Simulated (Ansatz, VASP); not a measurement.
**Two plane-wave programs on WSe2**

File INCAR:

```
PREC = Accurate ; ENCUT = 520
EDIFF = 1E-7 ; ISMEAR = 0
SIGMA = 0.05 ; LREAL = F
LASPH = T ; NELM = 60
ALGO = Normal ; ISIF = 2
LWAVE = F ; LCHARG = F
LDIPOL = T ; IDIPOL = 3
DIPOL = 0.5 0.5 0.401 ; GGA = PE
IVDW = 12 ; NBANDS = 35
```

The input KPOINTS:

```
regular mesh
0
Gamma
  9 9 1
```

Contents of POSCAR:

```
WSe2
1.0
    3.2854929596      0.0000000000      0.0000000000
   -1.6427464798      2.8453203669      0.0000000000
    0.0000000000      0.0000000000     24.2386467078
Se W
4 2
Direct
    0.3333333333      0.6666666667      0.1856539292
    0.3333333333      0.6666666667      0.3246601780
    0.5000000000      1.3333333333      0.4777215285
    0.5000000000      1.3333333333      0.6167277773
    0.6666666667      0.3333333333      0.2551570536
    0.1666666667      1.6666666667      0.5472246529
```

Input for Ansatz:

```yaml
crystal:
  lattice:
    - [3.2854929596, 0.0, 0.0]
    - [-1.6427464798, 2.8453203669, 0.0]
    - [0.0, 0.0, 24.2386467078]
  atoms:
    - { symbol: Se, position: [0.3333333333, 0.6666666667, 0.1856539292] }
    - { symbol: W, position: [0.6666666667, 0.3333333333, 0.2551570536] }
    - { symbol: Se, position: [0.3333333333, 0.6666666667, 0.324660178] }
    - { symbol: Se, position: [0.5, 1.3333333333, 0.4777215285] }
    - { symbol: W, position: [0.1666666667, 1.6666666667, 0.5472246529] }
    - { symbol: Se, position: [0.5, 1.3333333333, 0.6167277773] }
basis:
  ecutwfc: 420
kpoints:
  mp_grid: { grid: [9, 9, 1] }
hamiltonian:
  xc: pbe
  pseudopotentials: { kind: paw, azcp: { folder: soft_1 } }
  dispersion: d3bj
scf:
  occupations: { method: gaussian, width: 0.05 }
output:
  forces: true
  eigenvalues: true
efield:
  axis: 3
  dipole_correction: true
  ramp_width: 0.04
```

Alike in both runs: task single point; functional PBE; dispersion D3(BJ); k mesh 9 × 9 × 1; occupations gaussian, width 0.05 eV; no spin polarisation.

|  | VASP | Ansatz |
| --- | --- | --- |
| version | VASP 6.6.1 | Ansatz 0.2.0 |
| potentials or method | VASP PAW PBE potentials, release 64 (Se, W_sv), cutoff 520 eV | scalar-relativistic, plane waves, PAW |
| valence electrons in the cell | 52 | 92 |

```tsv
	VASP	Ansatz	Ansatz less VASP
gap on the k mesh at the Fermi level (eV)	1.55	1.55	-0.001
least direct gap on the mesh (eV)	1.65	1.65	+0.004
rms of the force components (eV/Å)	0.049	0.032	-0.0166
```

VASP's potentials hold 52 valence electrons a cell and Ansatz's 92, so a difference there can come from the potentials and not from the codes.

Spin-orbit coupling is off throughout.
